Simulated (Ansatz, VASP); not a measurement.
**Cu: VASP beside Ansatz**

The input INCAR:

```
PREC = Accurate ; ENCUT = 520
EDIFF = 1E-6 ; ISMEAR = -1
SIGMA = 0.1 ; LREAL = F
LASPH = T ; NELM = 100
ALGO = Normal ; ISIF = 2
LWAVE = F ; LCHARG = T
GGA = B5 ; ALDAX = 1.0
AGGAX = 1.0 ; AGGAC = 1.0
ALDAC = 0.0 ; LELF = T
LVHAR = T ; NBANDS = 18
```

KPOINTS

```
Automatic mesh
0
Gamma
  15 15 8
```

The input POSCAR:

```
Cu
1.0
   -1.4285144300      1.7352019378      1.2730321456
    1.7352019378     -1.4285144300      1.2730321456
    2.9478532552      2.9478532552     -0.7113334133
Cu
2
Direct
    0.0416600345      0.9583399655      0.0000000000
    0.7083399655      0.2916600345      0.5000000000
```

Input for Ansatz:

```yaml
crystal:
  lattice:
    - [-1.42851443, 1.7352019378, 1.2730321456]
    - [1.7352019378, -1.42851443, 1.2730321456]
    - [2.9478532552, 2.9478532552, -0.7113334133]
  atoms:
    - { symbol: Cu, position: [0.0416600345, 0.9583399655, 0.0] }
    - { symbol: Cu, position: [0.7083399655, 0.2916600345, 0.5] }
hamiltonian:
  xc: blyp
  pseudopotentials:
    kind: paw
    azcp:
      Cu: "pseudopotentials/Cu.paw.azcp"
basis:
  ecutwfc: 420
  fft_grid_basis: typed
kpoints:
  mp_grid: { grid: [15, 15, 8], shift: [0, 0, 0] }
magnetization:
  spin_polarized: false
scf:
  occupations: { method: fermi_dirac, width: 0.1 }
  lower_state_search: "off"
output:
  stress: true
```

Alike in both runs: task single point; functional BLYP; k mesh 15 × 15 × 8; occupations fermi-dirac, width 0.1 eV; no spin polarisation.

|  | VASP | Ansatz |
| --- | --- | --- |
| version | VASP 6.6.1 | Ansatz 0.2.0 |
| potentials or method | VASP PAW PBE potentials, release 64 (Cu), cutoff 520 eV | plane waves (420 eV) with PAW, scalar-relativistic |
| valence electrons in the cell | 22 | 38 |

Ansatz gave:

| Property | Result |
| --- | --- |
| pressure (GPa) | 5.0 |
| traceless stress, the component that is largest in VASP (GPa) | 0.79 |

What did VASP give for the same quantities?

Pressure (GPa): 5.8; traceless stress, the component that is largest in VASP (GPa): 0.78.

VASP's potentials were made for PBE, not for BLYP. With one functional, cell and mesh, what is left measures potentials, basis and numerics. VASP's potentials hold 22 valence electrons a cell and Ansatz's 38, so a difference there can come from the potentials and not from the codes.
